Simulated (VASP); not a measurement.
# InP (Fm-3m) in VASP: a series of runs

The runs below take InP through single point, with LDA.

Program: VASP 6.6.1. These are calculated values, not measurements. Logs are shortened: lines on timing, memory, paths and dates and some standing lists are left out, and cuts for length are marked.

## (1) The cell of the first run

Symmetry: Fm-3m, No. 225, cubic system. Conventional cell: a = 5.500 Å, b = 5.500 Å, c = 5.500 Å, α = 90.00°, β = 90.00°, γ = 90.00°. In (site symmetry m-3m) has 6 P at 2.75 Å within 3.6 Å. P (site symmetry m-3m) has 6 In at 2.75 Å within 3.6 Å.

## (2) Single point, LDA

File INCAR:

```
SYSTEM = InP
PREC = Accurate
ENCUT = 520
EDIFF = 1E-6
ISMEAR = 0
SIGMA = 0.05
LREAL = .FALSE.
LASPH = .TRUE.
NELM = 60
ALGO = Normal
ISIF = 2
LWAVE = .FALSE.
LCHARG = .TRUE.
LELF = .TRUE.
LVHAR = .TRUE.
NBANDS = 16
```

File KPOINTS:

```
Automatic mesh
0
G
  6 6 6
  0 0 0
```

File POSCAR:

```
InP
1.0
    0.0000000000      2.7500000000      2.7500000000
    2.7500000000      0.0000000000      2.7500000000
    2.7500000000      2.7500000000      0.0000000000
In P
1 1
Direct
    0.0000000000      0.0000000000      0.0000000000
    0.5000000000      0.5000000000      0.5000000000
```

Potentials or basis: VASP PAW LDA potentials, release 64 (In_d, P).

Run with:

```
cat potpaw_LDA.64/In_d/POTCAR potpaw_LDA.64/P/POTCAR > POTCAR
mpirun -np 1 vasp_std > vasp.out
```

OUTCAR:

```text
SYSTEM = InP
   PREC = Accurate
   ENCUT = 520
   EDIFF = 1E-6
   ISMEAR = 0
   LREAL = .FALSE.
   LASPH = .TRUE.
   NELM = 60
   ISIF = 2

 ion  position               nearest neighbor table
   1  0.000  0.000  0.000-   2 2.75   2 2.75   2 2.75   2 2.75   2 2.75   2 2.75
   2  0.500  0.500  0.500-   1 2.75   1 2.75   1 2.75   1 2.75   1 2.75   1 2.75

  LATTYP: Found a face centered cubic cell.
 ALAT       =     5.5000000000

  Lattice vectors:

 A1 = (   0.0000000000,   2.7500000000,   2.7500000000)
 A2 = (   2.7500000000,   0.0000000000,   2.7500000000)
 A3 = (   2.7500000000,   2.7500000000,   0.0000000000)

Analysis of symmetry for initial positions (statically):
=====================================================================
 Subroutine PRICEL returns:
 Original cell was already a primitive cell.

 Routine SETGRP: Setting up the symmetry group for a
 face centered cubic supercell.

 Subroutine GETGRP returns: Found 48 space group operations
 (whereof 48 operations were pure point group operations)
 out of a pool of 48 trial point group operations.

The static configuration has the point symmetry O_h .

Analysis of symmetry for dynamics (positions and initial velocities):
=====================================================================
 Subroutine PRICEL returns:
 Original cell was already a primitive cell.

 Routine SETGRP: Setting up the symmetry group for a
 face centered cubic supercell.

 Subroutine GETGRP returns: Found 48 space group operations
 (whereof 48 operations were pure point group operations)
 out of a pool of 48 trial point group operations.

The dynamic configuration has the point symmetry O_h .

 Subroutine INISYM returns: Found 48 space group operations
 (whereof 48 operations are pure point group operations),
 and found     1 'primitive' translations

----------------------------------------------------------------------------------------

                                     Primitive cell

  volume of cell :      41.5938

  direct lattice vectors                    reciprocal lattice vectors
     0.000000000  2.750000000  2.750000000    -0.181818182  0.181818182  0.181818182
     2.750000000  0.000000000  2.750000000     0.181818182 -0.181818182  0.181818182
     2.750000000  2.750000000  0.000000000     0.181818182  0.181818182 -0.181818182

  length of vectors
     3.889087297  3.889087297  3.889087297     0.314918329  0.314918329  0.314918329

  position of ions in fractional coordinates (direct lattice)
     0.000000000  0.000000000  0.000000000
     0.500000000  0.500000000  0.500000000

  ion indices of the primitive-cell ions
   primitive index   ion index
[... 68 lines left out ...]
   NSW    =      0    number of steps for IOM
   IBRION =     -1    ionic relax: 0-MD 1-quasi-New 2-CG
   NFREE  =      0    steps in history (QN), initial steepest desc. (CG)
   ISIF   =      2    stress and relaxation
   ISYM   =      2    0-nonsym 1-usesym 2-fastsym
   POTIM  = 0.5000    time-step for ionic-motion
   TEBEG  =    0.0;   TEEND  =   0.0 temperature during run
   PSTRESS=    0.0 pullay stress
   NELECT =      18.0000    total number of electrons
   NUPDOWN=      -1.0000    fix difference up-down
   EMIN   =  10.00;   EMAX   =-10.00  energy-range for DOS
   EFERMI =   0.00;   METHOD = LEGACY
   ISMEAR =     0;   SIGMA  =   0.05  broadening in eV -4-tet -1-fermi 0-gaus
   EFERMI_NEDOS =   21; number of points for ismear=-14 and -15
   IALGO  =     38    algorithm
   IMIX   =      4    mixing-type and parameters
     AMIX     =   0.40;   BMIX     =  1.00
     AMIX_MAG =   1.60;   BMIX_MAG =  1.00
  volume/ion in A,a.u.               =      20.80       140.34
  Fermi-wavevector in a.u.,A,eV,Ry     =   1.238292  2.340032 20.862717  1.533366
  Thomas-Fermi vector in A             =   2.372823
   LORBIT       =      0    0 simple, 1 ext, 2 COOP (PROOUT), +10 PAW based schemes
   GGA     = CA    functional components
   LHFCALC =     F    Hartree Fock is set to
   AEXX    =    0.0000 exact exchange contribution
   IVDW    =     0    specifies the selected vdW correction
   LEPSILON=     F    determine dielectric tensor
   LRPA    =     F    only Hartree local field effects (RPA)
 non-spin polarized calculation
 Gauss-broadening in eV      SIGMA  =   0.05
  energy-cutoff  :      520.00
  volume of cell :       41.59
 maximum number of plane-waves:      1139
 NGX is ok and might be reduce to    30
   NGX = 15   NGY = 15   NGZ = 15

 number of electron      18.0000006 magnetization

 Free energy of the ion-electron system (eV)
  ---------------------------------------------------
  ext. energy  EPLUGINS =         0.00000000
  ---------------------------------------------------
  free energy    TOTEN  =        -9.31612773 eV

  energy without entropy =       -9.31202206  energy(sigma->0) =       -9.31407489

 E-fermi :   7.0803     XC(G=0): -10.7323

 val. band max:        7.0474134013   @ k =  -0.3333   0.1667   0.0000
 cond. band min:       7.0846627410   @ k =   0.3333   0.0000   0.0000
 fundamental gap:      0.0372493398
 Fermi energy:         7.0803367878

 k-point     1 :       0.0000    0.0000    0.0000
  band No.  band energies     occupation
      1      -7.0519      2.00000
      2      -7.0519      2.00000
      3      -7.0258      2.00000
      4      -7.0258      2.00000
      5      -7.0258      2.00000
      6      -5.0682      2.00000
[... 281 lines left out ...]
      3      -7.0389      2.00000
      4      -6.9521      2.00000
      5      -6.9011      2.00000
      6      -1.6898      2.00000
[... 8 lines left out ...]
     15      19.3683      0.00000
     16      20.5998      0.00000

------------------------ aborting loop because EDIFF is reached ----------------------------------------

  FORCE on cell =-STRESS in cart. coord.  units (eV):
  Direction    XX          YY          ZZ          XY          YZ          ZX
  --------------------------------------------------------------------------------------
  -------------------------------------------------------------------------------------
  Total       -0.9112738     -0.9112738     -0.9112738      0.0000000      0.0000000      0.0000000
  in kB      -35.1019602    -35.1019602    -35.1019602      0.0000000      0.0000000      0.0000000
  external PRESSURE =     -35.1019602 kB  Pullay stress =       0.0000000 kB

 VOLUME and BASIS-vectors are now :
 -----------------------------------------------------------------------------
  energy-cutoff  :      520.00
  volume of cell :       41.59
      direct lattice vectors                 reciprocal lattice vectors
     0.000000000  2.750000000  2.750000000    -0.181818182  0.181818182  0.181818182
     2.750000000  0.000000000  2.750000000     0.181818182 -0.181818182  0.181818182
     2.750000000  2.750000000  0.000000000     0.181818182  0.181818182 -0.181818182

 POSITION                                       TOTAL-FORCE (eV/Angst)
 -----------------------------------------------------------------------------------
      0.00000      0.00000      0.00000         0.000000      0.000000      0.000000
      2.75000      2.75000      2.75000         0.000000      0.000000      0.000000
 -----------------------------------------------------------------------------------
    total drift:                               -0.000000      0.000000      0.000000

  FREE ENERGIE OF THE ION-ELECTRON SYSTEM (eV)
  ---------------------------------------------------
  free  energy   TOTEN  =        -9.3161277259 eV

  energy  without entropy=       -9.3120220572  energy(sigma->0) =       -9.31407489
```

It took 14 s on 1 thread of Intel Xeon Platinum 8259CL at 2.50GHz (Skylake/Cascade Lake), shared host; peak memory 0.14 GiB.

Results:

- Free energy: -9.3161 eV
- Pressure: -3.5 GPa
- Band gap on the k mesh: zero (band 9 reaches 7.42 eV, above the bottom of band 10 at 4.69 eV)

Caveat: spin-orbit coupling is left out, which moves the levels of the heavy elements.

## (3) Single point, LDA

This run uses another cell than the first one, of 19.89 Å³/atom, 0.956 times its volume.

File INCAR:

```
SYSTEM = InP
PREC     = Accurate       ! precision mode
ENCUT    = 500            ! plane-wave cutoff, eV
EDIFF    = 1E-6           ! SCF threshold, eV
ISMEAR   = 0              ! smearing method
SIGMA    = 0.05           ! smearing width, eV
LREAL    = .FALSE.        ! projectors in reciprocal space
LASPH    = .TRUE.         ! aspherical terms in the spheres
NELM     = 120            ! most SCF steps
ALGO     = Normal         ! electronic algorithm
ISIF     = 2              ! what is computed and relaxed
LWAVE    = .FALSE.        ! write WAVECAR
LCHARG   = .FALSE.        ! write CHGCAR
NBANDS   = 16             ! bands
GGA_COMPAT= .FALSE.
```

KPOINTS is that of step 2.

File POSCAR:

```
InP
1.0
    0.0000000000      2.7094971217      2.7094971217
    2.7094971217      0.0000000000      2.7094971217
    2.7094971217      2.7094971217      0.0000000000
In P
1 1
Direct
    0.0000000000      0.0000000000      0.0000000000
    0.5000000000      0.5000000000      0.5000000000
```

Potentials or basis: VASP PAW LDA potentials, release 64 (In_d, P).

Run with:

```
cat potpaw_LDA.64/In_d/POTCAR potpaw_LDA.64/P/POTCAR > POTCAR
mpirun -np 1 vasp_std > vasp.out
```

OUTCAR:

```text
SYSTEM = InP
   PREC = Accurate
   ENCUT = 500
   EDIFF = 1E-6
   ISMEAR = 0
   LREAL = .FALSE.
   LASPH = .TRUE.
   NELM = 120
   ISIF = 2

 ion  position               nearest neighbor table
   1  0.000  0.000  0.000-   2 2.71   2 2.71   2 2.71   2 2.71   2 2.71   2 2.71
   2  0.500  0.500  0.500-   1 2.71   1 2.71   1 2.71   1 2.71   1 2.71   1 2.71

  LATTYP: Found a face centered cubic cell.
 ALAT       =     5.4189942434

  Lattice vectors:

 A1 = (   0.0000000000,   2.7094971217,   2.7094971217)
 A2 = (   2.7094971217,   0.0000000000,   2.7094971217)
 A3 = (   2.7094971217,   2.7094971217,   0.0000000000)

Analysis of symmetry for initial positions (statically):
=====================================================================
 Subroutine PRICEL returns:
 Original cell was already a primitive cell.

 Routine SETGRP: Setting up the symmetry group for a
 face centered cubic supercell.

 Subroutine GETGRP returns: Found 48 space group operations
 (whereof 48 operations were pure point group operations)
 out of a pool of 48 trial point group operations.

The static configuration has the point symmetry O_h .

Analysis of symmetry for dynamics (positions and initial velocities):
=====================================================================
 Subroutine PRICEL returns:
 Original cell was already a primitive cell.

 Routine SETGRP: Setting up the symmetry group for a
 face centered cubic supercell.

 Subroutine GETGRP returns: Found 48 space group operations
 (whereof 48 operations were pure point group operations)
 out of a pool of 48 trial point group operations.

The dynamic configuration has the point symmetry O_h .

 Subroutine INISYM returns: Found 48 space group operations
 (whereof 48 operations are pure point group operations),
 and found     1 'primitive' translations

----------------------------------------------------------------------------------------

                                     Primitive cell

  volume of cell :      39.7829
[... 99 lines left out ...]
     AMIX     =   0.40;   BMIX     =  1.00
     AMIX_MAG =   1.60;   BMIX_MAG =  1.00
  volume/ion in A,a.u.               =      19.89       134.23
  Fermi-wavevector in a.u.,A,eV,Ry     =   1.256802  2.375012 21.491111  1.579552
  Thomas-Fermi vector in A             =   2.390492
   LORBIT       =      0    0 simple, 1 ext, 2 COOP (PROOUT), +10 PAW based schemes
   GGA     = CA    functional components
   LHFCALC =     F    Hartree Fock is set to
   AEXX    =    0.0000 exact exchange contribution
   IVDW    =     0    specifies the selected vdW correction
   LEPSILON=     F    determine dielectric tensor
   LRPA    =     F    only Hartree local field effects (RPA)
 non-spin polarized calculation
 Gauss-broadening in eV      SIGMA  =   0.05
  energy-cutoff  :      500.00
  volume of cell :       39.78
 maximum number of plane-waves:      1019
   NGX = 13   NGY = 13   NGZ = 13

 number of electron      18.0000010 magnetization

 Free energy of the ion-electron system (eV)
  ---------------------------------------------------
  ext. energy  EPLUGINS =         0.00000000
  ---------------------------------------------------
  free energy    TOTEN  =        -9.33564597 eV

  energy without entropy =       -9.33165147  energy(sigma->0) =       -9.33364872

 E-fermi :   7.6446     XC(G=0): -10.9371

 val. band max:        7.6098587010   @ k =  -0.3333   0.1667   0.0000
 cond. band min:       7.6506281801   @ k =   0.3333   0.0000   0.0000
 fundamental gap:      0.0407694791
 Fermi energy:         7.6445784624

 k-point     1 :       0.0000    0.0000    0.0000
  band No.  band energies     occupation
      1      -6.5423      2.00000
      2      -6.5423      2.00000
      3      -6.5130      2.00000
      4      -6.5130      2.00000
      5      -6.5130      2.00000
      6      -4.8445      2.00000
[... 281 lines left out ...]
      3      -6.5281      2.00000
      4      -6.4286      2.00000
      5      -6.3686      2.00000
      6      -1.1617      2.00000
[... 8 lines left out ...]
     15      20.2904      0.00000
     16      21.3147      0.00000

------------------------ aborting loop because EDIFF is reached ----------------------------------------

  FORCE on cell =-STRESS in cart. coord.  units (eV):
  Direction    XX          YY          ZZ          XY          YZ          ZX
  --------------------------------------------------------------------------------------
  -------------------------------------------------------------------------------------
  Total        0.0316137      0.0316137      0.0316137     -0.0000000      0.0000000      0.0000000
  in kB        1.2731796      1.2731796      1.2731796     -0.0000000      0.0000000      0.0000000
  external PRESSURE =       1.2731796 kB  Pullay stress =       0.0000000 kB

 VOLUME and BASIS-vectors are now :
 -----------------------------------------------------------------------------
  energy-cutoff  :      500.00
  volume of cell :       39.78
      direct lattice vectors                 reciprocal lattice vectors
     0.000000000  2.709497122  2.709497122    -0.184536088  0.184536088  0.184536088
     2.709497122  0.000000000  2.709497122     0.184536088 -0.184536088  0.184536088
     2.709497122  2.709497122  0.000000000     0.184536088  0.184536088 -0.184536088

 POSITION                                       TOTAL-FORCE (eV/Angst)
 -----------------------------------------------------------------------------------
      0.00000      0.00000      0.00000         0.000000      0.000000      0.000000
      2.70950      2.70950      2.70950        -0.000000      0.000000     -0.000000
 -----------------------------------------------------------------------------------
    total drift:                               -0.000000      0.000000      0.000000

  FREE ENERGIE OF THE ION-ELECTRON SYSTEM (eV)
  ---------------------------------------------------
  free  energy   TOTEN  =        -9.3356459656 eV

  energy  without entropy=       -9.3316514703  energy(sigma->0) =       -9.33364872
```

stdout:

```text
POSCAR found type information on POSCAR InP
 POSCAR found :  2 types and       2 ions
 scaLAPACK will be used
 LDA part: xc-table for (Slater(with rela. corr.)+CA(PZ))
 , standard interpolation
 POSCAR, INCAR and KPOINTS ok, starting setup
 FFT: planning ... GRIDC
 FFT: planning ... GRID_SOFT
 FFT: planning ... GRID
 WAVECAR not read
 entering main loop
```

It took 15 s on 1 thread of Intel Xeon 8259CL, shared host; peak memory 0.14 GiB.

What came out:

```yaml
Free_energy: -9.3356 eV
Pressure: 0.1 GPa
Band_gap_on_the_k_mesh: zero (band 9 reaches 8.01 eV, above the bottom of band 10 at 5.11 eV)
```

Caveat: spin-orbit coupling is left out, which moves the levels of the heavy elements.
